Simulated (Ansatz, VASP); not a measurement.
# Si16C in VASP and in Ansatz

```
Si C
1.0
     0.00000    5.43000    5.43000
     5.43000    0.00000    5.43000
     5.43000    5.43000    0.00000
Si C
16 1
Direct
  0.00862 0.97658 0.01054
  0.14463 0.10391 0.12029
  0.98005 0.06123 0.47952
  0.13818 0.11149 0.63794
  0.04907 0.47090 0.99899
  0.14661 0.60358 0.13688
  0.00480 0.48654 0.50484
  0.07037 0.70378 0.56970
  0.51853 0.96807 0.01791
  0.63515 0.10871 0.13516
  0.51080 0.97616 0.50860
  0.62087 0.10382 0.64400
  0.52013 0.48267 0.02036
  0.65266 0.59322 0.15193
  0.49963 0.47096 0.54790
  0.63689 0.60314 0.64681
  0.23268 0.56479 0.73178
```

Alike in both runs: functional PBE; dispersion D3(BJ); k mesh 2 × 2 × 2; occupations gaussian, width 0.02 eV; collinear spin.

Ansatz relaxed the structure, and its values are those at the end. VASP's run is a single point on that final structure, the one shown.

|  | VASP | Ansatz |
| --- | --- | --- |
| version | VASP 6.6.1 | Ansatz 0.2.0 |
| potentials or method | VASP PAW PBE potentials, release 64 (Si, C), cutoff 520 eV | scalar-relativistic, plane waves, PAW |
| valence electrons in the cell | 68 | 68 |

```csv
,VASP,Ansatz,Ansatz less VASP
rms of the force components (eV/Å),0.008,0.007,-0.0006
net moment per atom (μB),0.00,0.00,0.000
```

Ansatz's warnings: dispersion switch in reach, filled band counts differ across k points, seeded moment not kept.

The k mesh is coarse, so the values compare programs but aren't converged.
